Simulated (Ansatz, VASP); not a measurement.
**Na in VASP and in Ansatz**

Contents of INCAR:

```
SYSTEM = Na
PREC = Accurate
ENCUT = 520
EDIFF = 1E-6
ISMEAR = -1
SIGMA = 0.05
LREAL = .FALSE.
LASPH = .TRUE.
NELM = 100
ALGO = Fast
ISIF = 2
LWAVE = .FALSE.
LCHARG = .FALSE.
GGA = PE
NBANDS = 18
```

File KPOINTS:

```
regular mesh
0
G
  8 8 3
  0 0 0
```

The input POSCAR:

```
Na
1.0
    3.2387180798     -1.8809831473      0.0000000000
    3.2387180798      1.8809831473      0.0000000000
   -2.2030663250      0.0000000000      9.4880870178
Na
3
Direct
    0.7775850000      0.7775850000      0.3333240000
    0.2224150000      0.2224150000      0.6666760000
    0.0000000000      0.0000000000      0.0000000000
```

The input input.yaml:

```yaml
crystal:
  lattice:
    - [3.2387180798, -1.8809831473, 0.0]
    - [3.2387180798, 1.8809831473, 0.0]
    - [-2.203066325, 0.0, 9.4880870178]
  atoms:
    - { symbol: Na, position: [0.777585, 0.777585, 0.333324] }
    - { symbol: Na, position: [0.222415, 0.222415, 0.666676] }
    - { symbol: Na, position: [0.0, 0.0, 0.0] }
hamiltonian:
  xc: pbe
  pseudopotentials: { kind: paw }
kpoints:
  mp_grid: { grid: [8, 8, 3] }
scf:
  occupations: { method: fermi_dirac, width: 0.05 }
output:
  forces: true
  stress: true
  eigenvalues: true
```

Alike in both runs: task single point; functional PBE; k mesh 8 × 8 × 3; occupations fermi-dirac, width 0.05 eV; no spin polarisation.

|  | VASP | Ansatz |
| --- | --- | --- |
| version | VASP 6.6.1 | Ansatz 0.2.0 |
| potentials or method | VASP PAW PBE potentials, release 64 (Na_pv) | Ansatz PAW |
| plane-wave cutoff (eV) | 520 | 420 |
| valence electrons in the cell | 21 | 27 |

```tsv
	VASP	Ansatz	Ansatz less VASP
gap on the k mesh at the Fermi level (eV)	none	none	-
pressure (GPa)	-0.3	-0.3	0.00
traceless stress, the component that is largest in VASP (GPa)	-0.34	-0.34	+0.004
```

A gap of «none» marks a metal or a gap that the smearing closes. The functional is the same, so the differences come from potentials, cutoffs and numerics. VASP's potentials hold 21 valence electrons a cell and Ansatz's 27, so a difference there can come from the potentials and not from the codes.
